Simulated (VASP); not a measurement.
# Ag (Fm-3m) in VASP: further runs

The runs below take Ag through single point, with PBE.

Program: VASP 6.6.1. These are calculated values, not measurements. Logs are shortened: lines on timing, memory, paths and dates and some standing lists are left out, and cuts for length are marked.

## (1) The cell of the first run

It takes space group Fm-3m (No. 225, cubic). Conventional cell: a = 4.085 Å, b = 4.085 Å, c = 4.085 Å, α = 90.00°, β = 90.00°, γ = 90.00°. Within 3.8 Å of Ag (site symmetry m-3m) lie 12 Ag at 2.89 Å.

## (2) Single point, PBE

The input, INCAR:

```
ALGO = Normal
EDIFF = 1E-6
ENCUT = 520
GGA = PE
ISIF = 2
ISMEAR = 0
LASPH = True
LCHARG = False
LREAL = False
LWAVE = False
NBANDS = 12
NELM = 60
PREC = Accurate
SIGMA = 0.1
```

The input, KPOINTS:

```
k-points
0
Gamma
  18 18 18
```

The input, POSCAR:

```
Ag
1.0
    0.0000000000      2.0427500000      2.0427500000
    2.0427500000      0.0000000000      2.0427500000
    2.0427500000      2.0427500000      0.0000000000
Ag
1
Direct
    0.0000000000      0.0000000000      0.0000000000
```

Potentials or basis: VASP PAW PBE potentials, release 64 (Ag).

Command:

```sh
$ cat potpaw_PBE.64/Ag/POTCAR > POTCAR
$ mpirun -np 1 vasp_std > vasp.out
```

OUTCAR:

```text
EDIFF = 1E-6
   ENCUT = 520
   GGA = PE
   ISIF = 2
   ISMEAR = 0
   LASPH = True
   LREAL = False
   NELM = 60
   PREC = Accurate

 ion  position               nearest neighbor table
   1  0.000  0.000  0.000-

  LATTYP: Found a face centered cubic cell.
 ALAT       =     4.0855000000

  Lattice vectors:

 A1 = (   0.0000000000,   2.0427500000,   2.0427500000)
 A2 = (   2.0427500000,   0.0000000000,   2.0427500000)
 A3 = (   2.0427500000,   2.0427500000,   0.0000000000)

Analysis of symmetry for initial positions (statically):
=====================================================================
 Subroutine PRICEL returns:
 Original cell was already a primitive cell.

 Routine SETGRP: Setting up the symmetry group for a
 face centered cubic supercell.

 Subroutine GETGRP returns: Found 48 space group operations
 (whereof 48 operations were pure point group operations)
 out of a pool of 48 trial point group operations.

The static configuration has the point symmetry O_h .

Analysis of symmetry for dynamics (positions and initial velocities):
=====================================================================
 Subroutine PRICEL returns:
 Original cell was already a primitive cell.

 Routine SETGRP: Setting up the symmetry group for a
 face centered cubic supercell.

 Subroutine GETGRP returns: Found 48 space group operations
 (whereof 48 operations were pure point group operations)
 out of a pool of 48 trial point group operations.

The dynamic configuration has the point symmetry O_h .

 Subroutine INISYM returns: Found 48 space group operations
 (whereof 48 operations are pure point group operations),
 and found     1 'primitive' translations

----------------------------------------------------------------------------------------

                                     Primitive cell

  volume of cell :      17.0481

  direct lattice vectors                    reciprocal lattice vectors
     0.000000000  2.042750000  2.042750000    -0.244768082  0.244768082  0.244768082
     2.042750000  0.000000000  2.042750000     0.244768082 -0.244768082  0.244768082
     2.042750000  2.042750000  0.000000000     0.244768082  0.244768082 -0.244768082

  length of vectors
     2.888884755  2.888884755  2.888884755     0.423950755  0.423950755  0.423950755

  position of ions in fractional coordinates (direct lattice)
     0.000000000  0.000000000  0.000000000

  ion indices of the primitive-cell ions
   primitive index   ion index
                 1           1

----------------------------------------------------------------------------------------

 KPOINTS: k-points

Automatic generation of k-mesh.
 Grid dimensions read from file:
 generate k-points for:   18   18   18

 Generating k-lattice:

  Cartesian coordinates                     Fractional coordinates (reciprocal lattice)
    -0.013598227  0.013598227  0.013598227     0.055555556  0.000000000  0.000000000
     0.013598227 -0.013598227  0.013598227     0.000000000  0.055555556  0.000000000
     0.013598227  0.013598227 -0.013598227     0.000000000  0.000000000  0.055555556

  Length of vectors
     0.023552820  0.023552820  0.023552820

  Shift w.r.t. Gamma in fractional coordinates (k-lattice)
     0.000000000  0.000000000  0.000000000

 Subroutine IBZKPT returns following result:
 ===========================================

 Found    195 irreducible k-points:

 Following reciprocal coordinates:
            Coordinates               Weight
  0.000000  0.000000  0.000000      1.000000
  0.055556  0.000000  0.000000      8.000000
  0.111111  0.000000  0.000000      8.000000
  0.166667  0.000000  0.000000      8.000000
  0.222222  0.000000  0.000000      8.000000
  0.277778  0.000000  0.000000      8.000000
[... 16 lines left out ...]
 -0.277778  0.055556  0.000000     24.000000
 -0.222222  0.055556  0.000000     24.000000
 [... further k-points ...]
   k-points           NKPTS =    195   k-points in BZ     NKDIM =    195   number of bands    NBANDS=     12
   number of dos      NEDOS =    301   number of ions     NIONS =      1
   total plane-waves  NPLWV =  13824
   dimension x,y,z NGX =    24 NGY =   24 NGZ =   24
   dimension x,y,z NGXF=    48 NGYF=   48 NGZF=   48
   ions per type =               1
   NGX,Y,Z   is equivalent  to a cutoff of  13.81, 13.81, 13.81 a.u.
   NGXF,Y,Z  is equivalent  to a cutoff of  27.62, 27.62, 27.62 a.u.
 SYSTEM =  unknown system
   PREC   = accura    normal or accurate (medium, high low for compatibility)
   ISTART =      0    job   : 0-new  1-cont  2-samecut
   ICHARG =      2    charge: 1-file 2-atom 10-const
   ISPIN  =      1    spin polarized calculation?
   LNONCOLLINEAR =      F non collinear calculations
   LSORBIT =      F    spin-orbit coupling
   LASPH  =      T    aspherical Exc in radial PAW
   ENCUT  =  520.0 eV  38.22 Ry    6.18 a.u.   5.37  5.37  5.37*2*pi/ulx,y,z
   NELM   =     60;   NELMIN=  2; NELMDL= -5     # of ELM steps
   EDIFF  = 0.1E-05   stopping-criterion for ELM
   LREAL  =      F    real-space projection
   EDIFFG = 0.1E-04   stopping-criterion for IOM
   NSW    =      0    number of steps for IOM
   IBRION =     -1    ionic relax: 0-MD 1-quasi-New 2-CG
   NFREE  =      0    steps in history (QN), initial steepest desc. (CG)
   ISIF   =      2    stress and relaxation
   ISYM   =      2    0-nonsym 1-usesym 2-fastsym
   POTIM  = 0.5000    time-step for ionic-motion
   TEBEG  =    0.0;   TEEND  =   0.0 temperature during run
   PSTRESS=    0.0 pullay stress
   NELECT =      11.0000    total number of electrons
   NUPDOWN=      -1.0000    fix difference up-down
   EMIN   =  10.00;   EMAX   =-10.00  energy-range for DOS
   EFERMI =   0.00;   METHOD = LEGACY
   ISMEAR =     0;   SIGMA  =   0.10  broadening in eV -4-tet -1-fermi 0-gaus
   EFERMI_NEDOS =   21; number of points for ismear=-14 and -15
   IALGO  =     38    algorithm
   IMIX   =      4    mixing-type and parameters
     AMIX     =   0.40;   BMIX     =  1.00
     AMIX_MAG =   1.60;   BMIX_MAG =  1.00
  volume/ion in A,a.u.               =      17.05       115.05
  Fermi-wavevector in a.u.,A,eV,Ry     =   1.414644  2.673290 27.228221  2.001218
  Thomas-Fermi vector in A             =   2.536165
   LORBIT       =      0    0 simple, 1 ext, 2 COOP (PROOUT), +10 PAW based schemes
   GGA     = PE    functional components
   LHFCALC =     F    Hartree Fock is set to
   AEXX    =    0.0000 exact exchange contribution
   IVDW    =     0    specifies the selected vdW correction
   LEPSILON=     F    determine dielectric tensor
   LRPA    =     F    only Hartree local field effects (RPA)
 non-spin polarized calculation
 Gauss-broadening in eV      SIGMA  =   0.10
  energy-cutoff  :      520.00
  volume of cell :       17.05
 maximum number of plane-waves:       473
 NGX is ok and might be reduce to    24
   NGX = 11   NGY = 11   NGZ = 11

 number of electron      10.9999999 magnetization

 Free energy of the ion-electron system (eV)
  ---------------------------------------------------
  ext. energy  EPLUGINS =         0.00000000
  ---------------------------------------------------
  free energy    TOTEN  =        -2.71009886 eV

  energy without entropy =       -2.70911778  energy(sigma->0) =       -2.70960832

 E-fermi :   8.4018     XC(G=0): -12.2106

 val. band max:        8.3658998921   @ k =   0.5000   0.1667   0.0556
 cond. band min:       8.5368538711   @ k =   0.5000   0.3333   0.1111
 fundamental gap:      0.1709539790
 Fermi energy:         8.4017643252

 k-point     1 :       0.0000    0.0000    0.0000
  band No.  band energies     occupation
      1       0.6633      2.00000
      2       3.6256      2.00000
      3       3.6256      2.00000
      4       3.6256      2.00000
      5       4.6599      2.00000
      6       4.6599      2.00000
      7      24.4571      0.00000
      8      28.0364      0.00000
      9      28.0364      0.00000
     10      28.0364      0.00000
     11      32.8426      0.00000
     12      33.9854      0.00000

 k-point     2 :       0.0556    0.0000    0.0000
  band No.  band energies     occupation
      1       0.7600      2.00000
      2       3.6029      2.00000
      3       3.6526      2.00000
      4       3.6526      2.00000
      5       4.6493      2.00000
      6       4.6493      2.00000
      7      24.4790      0.00000
      8      27.1951      0.00000
      9      28.0771      0.00000
     10      28.0771      0.00000
     11      32.9600      0.00000
     12      33.8687      0.00000

 k-point     3 :       0.1111    0.0000    0.0000
  band No.  band energies     occupation
      1       1.0397      2.00000
      2       3.5504      2.00000
      3       3.7228      2.00000
      4       3.7228      2.00000
      5       4.6287      2.00000
      6       4.6287      2.00000
      7      24.2353      0.00000
      8      25.7898      0.00000
      9      28.1760      0.00000
     10      28.1760      0.00000
     11      32.1188      0.00000
     12      33.4654      0.00000
[... 286 lines left out ...]
 k-point    23 :      -0.2778    0.0556    0.0000
  band No.  band energies     occupation
      1       2.2218      2.00000
      2       3.7569      2.00000
      3       3.8187      2.00000
      4       4.2536      2.00000
      5       4.8034      2.00000
      6       5.3066      2.00000
      7      17.8551      0.00000
      8      24.3624      0.00000
      9      26.5296      0.00000
     10      28.9532      0.00000
     11      30.7085      0.00000
     12      30.9224      0.00000

 k-point    24 :      -0.2222    0.0556    0.0000
  band No.  band energies     occupation
      1       2.0749      2.00000
      2       3.6362      2.00000
      3       3.8700      2.00000
      4       3.8901      2.00000
      5       4.6122      2.00000
      6       4.9792      2.00000
      7      19.9995      0.00000
      8      24.6725      0.00000
      9      27.0729      0.00000
     10      29.6413      0.00000
     11      30.2019      0.00000
     12      31.1985      0.00000

 [... further k-points ...]

------------------------ aborting loop because EDIFF is reached ----------------------------------------

  FORCE on cell =-STRESS in cart. coord.  units (eV):
  Direction    XX          YY          ZZ          XY          YZ          ZX
  --------------------------------------------------------------------------------------
  -------------------------------------------------------------------------------------
  Total        0.4844372      0.4844372      0.4844372      0.0000000      0.0000000     -0.0000000
  in kB       45.5273512     45.5273512     45.5273512      0.0000000      0.0000000     -0.0000000
  external PRESSURE =      45.5273512 kB  Pullay stress =       0.0000000 kB

 VOLUME and BASIS-vectors are now :
 -----------------------------------------------------------------------------
  energy-cutoff  :      520.00
  volume of cell :       17.05
      direct lattice vectors                 reciprocal lattice vectors
     0.000000000  2.042750000  2.042750000    -0.244768082  0.244768082  0.244768082
     2.042750000  0.000000000  2.042750000     0.244768082 -0.244768082  0.244768082
     2.042750000  2.042750000  0.000000000     0.244768082  0.244768082 -0.244768082

 POSITION                                       TOTAL-FORCE (eV/Angst)
 -----------------------------------------------------------------------------------
      0.00000      0.00000      0.00000         0.000000     -0.000000     -0.000000
 -----------------------------------------------------------------------------------
    total drift:                               -0.000000      0.000000     -0.000000

  FREE ENERGIE OF THE ION-ELECTRON SYSTEM (eV)
  ---------------------------------------------------
  free  energy   TOTEN  =        -2.7100988605 eV

  energy  without entropy=       -2.7091177816  energy(sigma->0) =       -2.70960832
```

It took 44 s on 1 thread of Intel Xeon 8259CL, shared host; peak memory 0.17 GiB.

Results:

- Free energy: -2.7101 eV
- Pressure: 4.6 GPa
- Band gap on the k mesh: zero (an odd number of electrons rules out a gap without spin polarisation)

Levels at points of the mesh, in eV from the Fermi level:
```
           k point  band 2  band 3  band 4  band 5  band 6  band 7  band 8  band 9  band 10  band 11
(0.00, 0.00, 0.00)   -4.78   -4.78   -4.78   -3.74   -3.74   16.06   19.63   19.63    19.63    24.44
(0.50, 0.00, 0.00)   -4.80   -4.80   -2.95   -2.95   -0.37    3.64   15.29   17.91    17.91    22.89
(0.50, 0.50, 0.00)   -6.27   -2.98   -2.74   -2.74    1.64    6.77   10.70   10.70    17.21    17.29
```

Caveat: the cell stands under pressure.

## (3) Single point, PBE (17.30 Å³/atom)

This run uses another cell than the first one, of 17.30 Å³/atom.

The input, INCAR:

```
SYSTEM = Ag
  PREC = Accurate
  ENCUT = 520
  EDIFF = 1E-7
  ISMEAR = 0
  SIGMA = 0.1
  LREAL = .FALSE.
  LASPH = .TRUE.
  NELM = 60
  ALGO = Normal
  ISIF = 2
  LWAVE = .FALSE.
  LCHARG = .FALSE.
  GGA = PE
  NBANDS = 12
```

The input, KPOINTS:

```
regular mesh
0
G
  18 18 18
  0 0 0
```

The input, POSCAR:

```
Ag
1.0
    0.0000000000      2.0526425128      2.0526425128
    2.0526425128      0.0000000000      2.0526425128
    2.0526425128      2.0526425128      0.0000000000
Ag
1
Direct
    0.0000000000      0.0000000000      0.0000000000
```

Potentials or basis: VASP PAW PBE potentials, release 64 (Ag).

Command:

```sh
$ cat potpaw_PBE.64/Ag/POTCAR > POTCAR
$ mpirun -np 1 vasp_std > vasp.out
```

Wall time 42 s (1 thread of Intel Xeon 8259CL, shared host); peak memory 0.17 GiB.

The run converged. Its results:

| Property | Result |
| --- | --- |
| Free energy | -2.7160 eV |
| Pressure | 2.9 GPa |
| Band gap on the k mesh | zero (an odd number of electrons rules out a gap without spin polarisation) |

Levels at points of the mesh, in eV from the Fermi level:
```
           k point  band 2  band 3  band 4  band 5  band 6  band 7  band 8  band 9  band 10  band 11
(0.00, 0.00, 0.00)   -4.72   -4.72   -4.72   -3.71   -3.71   16.03   19.52   19.52    19.52    24.29
(0.50, 0.00, 0.00)   -4.74   -4.74   -2.94   -2.94   -0.33    3.56   15.26   17.76    17.76    22.68
(0.50, 0.50, 0.00)   -6.18   -2.97   -2.74   -2.74    1.65    6.66   10.62   10.62    17.04    17.10
```

## (4) Single point, PBE (18.37 Å³/atom)

This run uses another cell than the first one, of 18.37 Å³/atom.

The input, INCAR:

```
SYSTEM = Ag
  PREC = Accurate
  ENCUT = 520
  EDIFF = 1E-6
  ISMEAR = 0
  SIGMA = 0.1
  LREAL = .False.
  LASPH = .True.
  NELM = 60
  ALGO = Normal
  ISIF = 2
  LWAVE = .False.
  LCHARG = .False.
  GGA = PE
  NBANDS = 12
```

The input, KPOINTS:

```
Automatic mesh
0
Gamma
  18 18 18
  0 0 0
```

The input, POSCAR:

```
Ag
1.0
    0.0000000000      2.0941212136      2.0941212136
    2.0941212136      0.0000000000      2.0941212136
    2.0941212136      2.0941212136      0.0000000000
Ag
1
Direct
    0.0000000000      0.0000000000      0.0000000000
```

Command:

```sh
$ cat potpaw_PBE.64/Ag/POTCAR > POTCAR
$ mpirun -np 1 vasp_std > vasp.out
```

It took 46 s on 1 thread of Intel Xeon 8259CL, shared host; peak memory 0.17 GiB.

It converged, with:

```yaml
Free_energy: -2.7165 eV
Pressure: -2.6 GPa
Band_gap_on_the_k_mesh: zero (an odd number of electrons rules out a gap without spin polarisation)
```

Levels at points of the mesh, in eV from the Fermi level:
```csv
k point,band 4,band 5,band 6,band 7,band 8,band 9
"(0.00, 0.00, 0.00)",-4.53,-3.62,-3.62,15.87,19.01,19.01
"(0.50, 0.00, 0.00)",-2.92,-2.92,-0.18,3.23,15.09,17.13
"(0.50, 0.50, 0.00)",-2.74,-2.74,1.70,6.21,10.31,10.31
```

## (5) Single point, PBE (18.90 Å³/atom)

This run uses another cell than the first one, of 18.90 Å³/atom.

The input, INCAR:

```
ALGO = Fast
EDIFF = 1E-7
ENCUT = 520
GGA = PE
ISIF = 2
ISMEAR = 0
LASPH = True
LCHARG = False
LREAL = False
LWAVE = False
NBANDS = 12
NELM = 100
PREC = Accurate
SIGMA = 0.1
```

The input, KPOINTS:

```
k-points
0
Gamma
  18 18 18
```

The input, POSCAR:

```
Ag
1.0
    0.0000000000      2.1142582298      2.1142582298
    2.1142582298      0.0000000000      2.1142582298
    2.1142582298      2.1142582298      0.0000000000
Ag
1
Direct
    0.0000000000      0.0000000000      0.0000000000
```

Command:

```sh
$ cat potpaw_PBE.64/Ag/POTCAR > POTCAR
$ mpirun -np 1 vasp_std > vasp.out
```

Wall time 62 s (1 thread of Intel Xeon 8259CL, shared host); peak memory 0.17 GiB.

The run converged. Its results:

- Free energy: -2.7047 eV
- Pressure: -4.5 GPa
- Band gap on the k mesh: zero (an odd number of electrons rules out a gap without spin polarisation)

Levels at points of the mesh, in eV from the Fermi level:
```
           k point  band 2  band 3  band 4  band 5  band 6  band 7  band 8  band 9  band 10  band 11
(0.00, 0.00, 0.00)   -4.45   -4.45   -4.45   -3.59   -3.59   15.78   18.75   18.75    18.75    23.33
(0.50, 0.00, 0.00)   -4.46   -4.46   -2.92   -2.92   -0.11    3.08   15.00   16.82    16.82    21.44
(0.50, 0.50, 0.00)   -5.70   -2.95   -2.75   -2.75    1.71    5.99   10.16   10.16    15.97    16.02
```

Caveat: the cell stands under tension.

## (6) Summary

| cell | gap on the mesh (eV) | pressure (GPa) |
| --- | --- | --- |
| a = 2.889 Å, angles 60.0°, 1 atom | none | 4.6 |
| a = 2.903 Å, angles 60.0°, 1 atom | none | 2.9 |
| a = 2.962 Å, angles 60.0°, 1 atom | none | -2.6 |
| a = 2.990 Å, angles 60.0°, 1 atom | none | -4.5 |

Alike in all rows: task single point; level PBE; potentials or basis VASP PAW PBE potentials, release 64 (Ag); no spin polarisation; k mesh 18 × 18 × 18; cutoff (eV) 520; smearing gaussian 0.1 eV.

Caveats: the cell stands under pressure (at least some runs); the cell stands under tension (at least some runs).

Total energies depend on the potentials used, so only differences within one code and one set of settings carry meaning.

The gap in the log of VASP goes by the Fermi energy; the results here count the filled bands.